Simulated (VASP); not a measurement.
# TiTe2 (P-3m1) in VASP: notebook

TiTe2 is run at these levels: LDA, PBE; tasks: single point.

Everything below comes from runs of VASP 6.6.1. Logs are shortened: lines on timing, memory, paths and dates and some standing lists are left out, and cuts for length are marked.

## (1) The cell of the first run

Symmetry: P-3m1, No. 164, trigonal system. Conventional cell: a = 3.658 Å, b = 3.658 Å, c = 6.390 Å, α = 90.00°, β = 90.00°, γ = 120.00°. Within 3.6 Å of Ti (site symmetry -3m) lie 6 Te at 2.72 Å. Te (site symmetry 3m) has 3 Ti at 2.72 Å within 3.6 Å.

## (2) Single point, LDA (functional LDA, strained)

The input, INCAR:

```
PREC = Accurate
ENCUT = 520
EDIFF = 1E-6
ISMEAR = 0
SIGMA = 0.1
LREAL = F
LASPH = T
NELM = 100
ALGO = Normal
ISIF = 2
LWAVE = F
LCHARG = T
GGA = CA
LELF = T
LVHAR = T
NBANDS = 19
```

The input, KPOINTS:

```
Automatic mesh
0
Gamma
  15 15 8
```

The input, POSCAR:

```
TiTe2
1.0
    3.6577231996      0.0000000000      0.0000000000
   -1.8288615998      3.1676812109      0.0000000000
    0.0000000000      0.0000000000      6.3902631600
Ti Te
1 2
Direct
    0.0000000000      0.0000000000      0.0000000000
    0.6666666667      0.3333333333      0.2684544085
    0.3333333333      0.6666666667      0.7315455915
```

Potentials or basis: VASP PAW LDA potentials, release 64 (Ti_sv, Te).

Launch:

```
$ cat potpaw_LDA.64/Ti_sv/POTCAR potpaw_LDA.64/Te/POTCAR > POTCAR
$ mpirun -np 1 vasp_std > vasp.out
```

OUTCAR:

```text
PREC = Accurate
   ENCUT = 520
   EDIFF = 1E-6
   ISMEAR = 0
   LREAL = F
   LASPH = T
   NELM = 100
   ISIF = 2
   GGA = CA

 ion  position               nearest neighbor table
   1  0.000  0.000  0.000-   2 2.72   3 2.72   2 2.72   3 2.72   2 2.72   3 2.72
   2  0.667  0.333  0.268-   1 2.72   1 2.72   1 2.72   3 3.64   3 3.64   3 3.64
   3  0.333  0.667  0.732-   1 2.72   1 2.72   1 2.72   2 3.64   2 3.64   2 3.64

  LATTYP: Found a hexagonal cell.
 ALAT       =     3.6577231996
 C/A-ratio  =     1.7470603464

  Lattice vectors:

 A1 = (   3.6577231996,   0.0000000000,   0.0000000000)
 A2 = (  -1.8288615998,   3.1676812109,   0.0000000000)
 A3 = (   0.0000000000,   0.0000000000,   6.3902631600)

Analysis of symmetry for initial positions (statically):
=====================================================================
 Subroutine PRICEL returns:
 Original cell was already a primitive cell.

 Routine SETGRP: Setting up the symmetry group for a
 hexagonal supercell.

 Subroutine GETGRP returns: Found 12 space group operations
 (whereof 12 operations were pure point group operations)
 out of a pool of 24 trial point group operations.

The static configuration has the point symmetry D_3d.

Analysis of symmetry for dynamics (positions and initial velocities):
=====================================================================
 Subroutine PRICEL returns:
 Original cell was already a primitive cell.

 Routine SETGRP: Setting up the symmetry group for a
 hexagonal supercell.

 Subroutine GETGRP returns: Found 12 space group operations
 (whereof 12 operations were pure point group operations)
 out of a pool of 24 trial point group operations.

The dynamic configuration has the point symmetry D_3d.

 Subroutine INISYM returns: Found 12 space group operations
 (whereof 12 operations are pure point group operations),
 and found     1 'primitive' translations

----------------------------------------------------------------------------------------

                                     Primitive cell

  volume of cell :      74.0408

  direct lattice vectors                    reciprocal lattice vectors
     3.657723200  0.000000000  0.000000000     0.273394116  0.157844166  0.000000000
    -1.828861600  3.167681211  0.000000000     0.000000000  0.315688333  0.000000000
     0.000000000  0.000000000  6.390263160     0.000000000  0.000000000  0.156488078

  length of vectors
     3.657723200  3.657723200  6.390263160     0.315688333  0.315688333  0.156488078

  position of ions in fractional coordinates (direct lattice)
     0.000000000  0.000000000  0.000000000
     0.666666667  0.333333333  0.268454408
     0.333333333  0.666666667  0.731545592

  ion indices of the primitive-cell ions
   primitive index   ion index
                 1           1
                 2           2
                 3           3

----------------------------------------------------------------------------------------

 KPOINTS: Automatic mesh

Automatic generation of k-mesh.
 Grid dimensions read from file:
 generate k-points for:   15   15    8

 Generating k-lattice:

  Cartesian coordinates                     Fractional coordinates (reciprocal lattice)
     0.018226274  0.010522944  0.000000000     0.066666667  0.000000000  0.000000000
     0.000000000  0.021045889  0.000000000     0.000000000  0.066666667  0.000000000
     0.000000000  0.000000000  0.019561010     0.000000000  0.000000000  0.125000000

  Length of vectors
     0.021045889  0.021045889  0.019561010

  Shift w.r.t. Gamma in fractional coordinates (k-lattice)
     0.000000000  0.000000000  0.000000000

 Subroutine IBZKPT returns following result:
 ===========================================

 Found    192 irreducible k-points:

 Following reciprocal coordinates:
            Coordinates               Weight
  0.000000  0.000000  0.000000      1.000000
  0.066667  0.000000  0.000000      6.000000
  0.133333 -0.000000  0.000000      6.000000
  0.200000  0.000000  0.000000      6.000000
  0.266667 -0.000000  0.000000      6.000000
  0.333333 -0.000000  0.000000      6.000000
[... 16 lines left out ...]
  0.333333  0.200000  0.000000     12.000000
  0.400000  0.200000  0.000000      6.000000
 [... further k-points ...]
   k-points           NKPTS =    192   k-points in BZ     NKDIM =    192   number of bands    NBANDS=     19
   number of dos      NEDOS =    301   number of ions     NIONS =      3
   total plane-waves  NPLWV =  37632
   dimension x,y,z NGX =    28 NGY =   28 NGZ =   48
   dimension x,y,z NGXF=    56 NGYF=   56 NGZF=   96
   ions per type =               1   2
   NGX,Y,Z   is equivalent  to a cutoff of  12.73, 12.73, 12.49 a.u.
   NGXF,Y,Z  is equivalent  to a cutoff of  25.45, 25.45, 24.97 a.u.
 SYSTEM =  unknown system
   PREC   = accura    normal or accurate (medium, high low for compatibility)
   ISTART =      0    job   : 0-new  1-cont  2-samecut
   ICHARG =      2    charge: 1-file 2-atom 10-const
   ISPIN  =      1    spin polarized calculation?
   LNONCOLLINEAR =      F non collinear calculations
   LSORBIT =      F    spin-orbit coupling
   LASPH  =      T    aspherical Exc in radial PAW
   ENCUT  =  520.0 eV  38.22 Ry    6.18 a.u.   6.80  6.80 11.88*2*pi/ulx,y,z
   NELM   =    100;   NELMIN=  2; NELMDL= -5     # of ELM steps
   EDIFF  = 0.1E-05   stopping-criterion for ELM
   LREAL  =      F    real-space projection
   EDIFFG = 0.1E-04   stopping-criterion for IOM
   NSW    =      0    number of steps for IOM
   IBRION =     -1    ionic relax: 0-MD 1-quasi-New 2-CG
   NFREE  =      0    steps in history (QN), initial steepest desc. (CG)
   ISIF   =      2    stress and relaxation
   ISYM   =      2    0-nonsym 1-usesym 2-fastsym
   POTIM  = 0.5000    time-step for ionic-motion
   TEBEG  =    0.0;   TEEND  =   0.0 temperature during run
   PSTRESS=    0.0 pullay stress
   NELECT =      24.0000    total number of electrons
   NUPDOWN=      -1.0000    fix difference up-down
   EMIN   =  10.00;   EMAX   =-10.00  energy-range for DOS
   EFERMI =   0.00;   METHOD = LEGACY
   ISMEAR =     0;   SIGMA  =   0.10  broadening in eV -4-tet -1-fermi 0-gaus
   EFERMI_NEDOS =   21; number of points for ismear=-14 and -15
   IALGO  =     38    algorithm
   IMIX   =      4    mixing-type and parameters
     AMIX     =   0.40;   BMIX     =  1.00
     AMIX_MAG =   1.60;   BMIX_MAG =  1.00
  volume/ion in A,a.u.               =      24.68       166.55
  Fermi-wavevector in a.u.,A,eV,Ry     =   1.124574  2.125138 17.206850  1.264668
  Thomas-Fermi vector in A             =   2.261247
   LORBIT       =      0    0 simple, 1 ext, 2 COOP (PROOUT), +10 PAW based schemes
   GGA     = CA    functional components
   LHFCALC =     F    Hartree Fock is set to
   AEXX    =    0.0000 exact exchange contribution
   IVDW    =     0    specifies the selected vdW correction
   LEPSILON=     F    determine dielectric tensor
   LRPA    =     F    only Hartree local field effects (RPA)
 non-spin polarized calculation
 Gauss-broadening in eV      SIGMA  =   0.10
  energy-cutoff  :      520.00
  volume of cell :       74.04
 maximum number of plane-waves:      2019
   NGX = 13   NGY = 13   NGZ = 23

 number of electron      24.0000003 magnetization

 Free energy of the ion-electron system (eV)
  ---------------------------------------------------
  ext. energy  EPLUGINS =         0.00000000
  ---------------------------------------------------
  free energy    TOTEN  =       -18.34569979 eV

  energy without entropy =      -18.33833784  energy(sigma->0) =      -18.34201881

 E-fermi :   7.6748     XC(G=0): -10.4715

 val. band max:        7.6697176147   @ k =   0.0667   0.0000   0.3750
 cond. band min:       7.6758917536   @ k =   0.1333  -0.0000   0.2500
 fundamental gap:      0.0061741389
 Fermi energy:         7.6748219045

 k-point     1 :       0.0000    0.0000    0.0000
  band No.  band energies     occupation
      1     -48.9016      2.00000
      2     -25.5548      2.00000
      3     -25.5548      2.00000
      4     -25.5389      2.00000
      5      -5.2202      2.00000
      6      -3.5241      2.00000
[... 11 lines left out ...]
     18      13.0647      0.00000
     19      14.1207      0.00000

 k-point     2 :       0.0667    0.0000    0.0000
  band No.  band energies     occupation
      1     -48.9013      2.00000
      2     -25.5576      2.00000
      3     -25.5554      2.00000
      4     -25.5382      2.00000
      5      -5.1642      2.00000
      6      -3.4934      2.00000
[... 11 lines left out ...]
     18      13.4862      0.00000
     19      14.3902      0.00000

 k-point     3 :       0.1333   -0.0000    0.0000
  band No.  band energies     occupation
      1     -48.9007      2.00000
      2     -25.5656      2.00000
      3     -25.5572      2.00000
      4     -25.5363      2.00000
      5      -4.9989      2.00000
      6      -3.4045      2.00000
[... 11 lines left out ...]
     18      14.0080      0.00000
     19      14.8685      0.00000

 k-point     4 :       0.2000    0.0000    0.0000
  band No.  band energies     occupation
      1     -48.8997      2.00000
      2     -25.5773      2.00000
      3     -25.5599      2.00000
      4     -25.5334      2.00000
      5      -4.7326      2.00000
      6      -3.2688      2.00000
[... 407 lines left out ...]
     18      12.4783      0.00000
     19      15.2156      0.00000

 k-point    23 :       0.3333    0.2000    0.0000
  band No.  band energies     occupation
      1     -48.8960      2.00000
      2     -25.6103      2.00000
      3     -25.5821      2.00000
      4     -25.5224      2.00000
      5      -3.1797      2.00000
      6      -2.7831      2.00000
[... 11 lines left out ...]
     18      12.1535      0.00000
     19      15.3045      0.00000

 k-point    24 :       0.4000    0.2000    0.0000
  band No.  band energies     occupation
      1     -48.8958      2.00000
      2     -25.6116      2.00000
      3     -25.5836      2.00000
      4     -25.5218      2.00000
      5      -3.0013      2.00000
      6      -2.8244      2.00000
[... 11 lines left out ...]
     18      12.0600      0.00000
     19      15.3132      0.00000

 [... further k-points ...]

------------------------ aborting loop because EDIFF is reached ----------------------------------------

  FORCE on cell =-STRESS in cart. coord.  units (eV):
  Direction    XX          YY          ZZ          XY          YZ          ZX
  --------------------------------------------------------------------------------------
  -------------------------------------------------------------------------------------
  Total        0.0592925      0.0592925     -0.1830697      0.0000000     -0.0000000      0.0000000
  in kB        1.2830366      1.2830366     -3.9614663      0.0000000     -0.0000000      0.0000000
  external PRESSURE =      -0.4651310 kB  Pullay stress =       0.0000000 kB

 VOLUME and BASIS-vectors are now :
 -----------------------------------------------------------------------------
  energy-cutoff  :      520.00
  volume of cell :       74.04
      direct lattice vectors                 reciprocal lattice vectors
     3.657723200  0.000000000  0.000000000     0.273394116  0.157844166  0.000000000
    -1.828861600  3.167681211  0.000000000     0.000000000  0.315688333  0.000000000
     0.000000000  0.000000000  6.390263160     0.000000000  0.000000000  0.156488078

 POSITION                                       TOTAL-FORCE (eV/Angst)
 -----------------------------------------------------------------------------------
      0.00000      0.00000      0.00000        -0.000000      0.000000      0.000000
      1.82886      1.05589      1.71549         0.000000      0.000000      0.007917
     -0.00000      2.11179      4.67477         0.000000     -0.000000     -0.007917
 -----------------------------------------------------------------------------------
    total drift:                                0.000000      0.000000     -0.000000

  FREE ENERGIE OF THE ION-ELECTRON SYSTEM (eV)
  ---------------------------------------------------
  free  energy   TOTEN  =       -18.3456997888 eV

  energy  without entropy=      -18.3383378353  energy(sigma->0) =      -18.34201881
```

Wall time 95 s (1 thread of Intel Xeon 6975P-C (Granite Rapids), shared host); peak memory 0.37 GiB.

What came out:

```
Free energy            : -18.3457 eV
Pressure               : 0.0 GPa
Largest force          : 0.008 eV/Å
Band gap on the k mesh : zero (band 12 reaches 8.11 eV, above the bottom of band 13 at 7.26 eV)
```

Forces in eV/Å, atoms in the order of the input:
```
Ti   0.000  0.000  0.000
Te   0.000  0.000  0.008
Te   0.000  0.000 -0.008
```

Caveat: the cell differs from its parent crystal (functional LDA, strained); spin-orbit coupling is left out, which moves the levels of the heavy elements.

## (3) Single point, PBE (strained)

The input, INCAR:

```
ALGO = Normal
EDIFF = 1E-7
ENCUT = 520
GGA = PE
ISIF = 2
ISMEAR = 0
LASPH = T
LCHARG = F
LREAL = F
LWAVE = F
NBANDS = 19
NELM = 100
PREC = Accurate
SIGMA = 0.1
```

The input, KPOINTS:

```
k-points
0
Gamma
  15 15 8
```

The input, POSCAR:

```
TiTe2
1.0
    3.7112433021      0.0000000000      0.0000000000
   -1.8556216511      3.2140309793      0.0000000000
    0.0000000000      0.0000000000      6.9696898200
Ti Te
1 2
Direct
    0.0000000000      0.0000000000      0.0000000000
    0.6666666667      0.3333333333      0.2514911831
    0.3333333333      0.6666666667      0.7485088169
```

Potentials or basis: VASP PAW PBE potentials, release 64 (Ti_sv, Te).

Launch:

```
$ cat potpaw_PBE.64/Ti_sv/POTCAR potpaw_PBE.64/Te/POTCAR > POTCAR
$ mpirun -np 1 vasp_std > vasp.out
```

Run time: 2.1 min. Hardware: 1 thread of Intel Xeon 6975P-C (Granite Rapids), shared host; peak memory 0.42 GiB.

Results (log left out):

```yaml
Free_energy: -16.2128 eV
Pressure: 1.0 GPa
Largest_force: 0.042 eV/Å
Band_gap_on_the_k_mesh: zero (band 12 reaches 6.85 eV, above the bottom of band 13 at 6.10 eV)
```

Forces in eV/Å, atoms in the order of the input:
```
Ti   0.000  0.000  0.000
Te   0.000  0.000  0.042
Te   0.000  0.000 -0.042
```

Stress tensor (GPa, compression positive):
```
1.34 0.00 0.00
0.00 1.34 0.00
0.00 0.00 0.46
```

Levels at points of the mesh, in eV from the Fermi level:
```
           k point  band 10  band 11  band 12  band 13  band 14  band 15
(0.00, 0.00, 0.00)    -0.20     0.22     0.43     0.43     1.26     1.26
(0.00, 0.00, 0.50)    -1.44     0.43     0.43     0.83     1.10     1.10
```

Caveat: the cell differs from its parent crystal (strained); spin-orbit coupling is left out, which moves the levels of the heavy elements; this functional lacks dispersion, which binds the layers, so the pressure and a relaxed spacing across them are unreliable.

[end of part 1 of 3]
